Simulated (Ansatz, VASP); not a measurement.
# One calculation of KMgH3, two programs

Contents of INCAR:

```
SYSTEM = KMgH3
PREC     = Accurate       ! precision mode
ENCUT    = 520            ! plane-wave cutoff, eV
EDIFF    = 1E-7           ! SCF threshold, eV
ISMEAR   = 0              ! smearing method
SIGMA    = 0.05           ! smearing width, eV
LREAL    = .False.        ! projectors in reciprocal space
LASPH    = .True.         ! aspherical terms in the spheres
NELM     = 100            ! most SCF steps
ALGO     = Normal         ! electronic algorithm
ISIF     = 2              ! what is computed and relaxed
LWAVE    = .False.        ! write WAVECAR
LCHARG   = .True.         ! write CHGCAR
LELF     = .True.         ! ELF
LVHAR    = .True.       
NBANDS   = 15             ! bands
```

Contents of KPOINTS:

```
Automatic mesh
0
Gamma
  8 8 8
  0 0 0
```

The input POSCAR:

```
KMgH3
1.0
    4.2262500000      0.0000000000      0.0000000000
    0.0000000000      4.2262500000      0.0000000000
    0.0000000000      0.0000000000      3.9243750000
K Mg H
1 1 3
Direct
    0.0000000000      0.0000000000      0.0000000000
    0.5000000000      0.5000000000      0.5000000000
    0.0000000000      0.5000000000      0.5000000000
    0.5000000000      0.0000000000      0.5000000000
    0.5000000000      0.5000000000      0.0000000000
```

Input for Ansatz:

```yaml
crystal:
  lattice:
    - [4.22625, 0.0, 0.0]
    - [0.0, 4.22625, 0.0]
    - [0.0, 0.0, 3.924375]
  atoms:
    - { symbol: K, position: [0.0, 0.0, 0.0] }
    - { symbol: Mg, position: [0.5, 0.5, 0.5] }
    - { symbol: H, position: [0.0, 0.5, 0.5] }
    - { symbol: H, position: [0.5, 0.0, 0.5] }
    - { symbol: H, position: [0.5, 0.5, 0.0] }
basis:
  ecutwfc: 420
kpoints:
  mp_grid: { grid: [8, 8, 8] }
hamiltonian:
  xc: lda
scf:
  occupations: { method: gaussian, width: 0.05 }
output:
  forces: true
  stress: true
  eigenvalues: true
```

Change from the starting cell: strain +0.050 along x and y, -0.025 along z, atoms carried along.

Alike in both runs: task single point; functional LDA; k mesh 8 × 8 × 8; occupations gaussian, width 0.05 eV; no spin polarisation.

|  | VASP | Ansatz |
| --- | --- | --- |
| version | VASP 6.6.1 | Ansatz 0.2.0 |
| potentials or method | VASP PAW LDA potentials, release 64 (K_sv, Mg, H), cutoff 520 eV | scalar-relativistic, plane waves, PAW |
| valence electrons in the cell | 14 | 22 |

```csv
,VASP,Ansatz,Ansatz less VASP
gap on the k mesh at the Fermi level (eV),1.86,1.87,+0.006
least direct gap on the mesh (eV),3.80,3.80,+0.001
pressure (GPa),-4.9,-4.6,+0.28
"traceless stress, the component that is largest in VASP (GPa)",1.86,1.85,-0.010
```

LDA's correlation is that of Perdew and Zunger in VASP and of Perdew and Wang (1992) in Ansatz. VASP's potentials hold 14 valence electrons a cell and Ansatz's 22, so a difference there can come from the potentials and not from the codes.
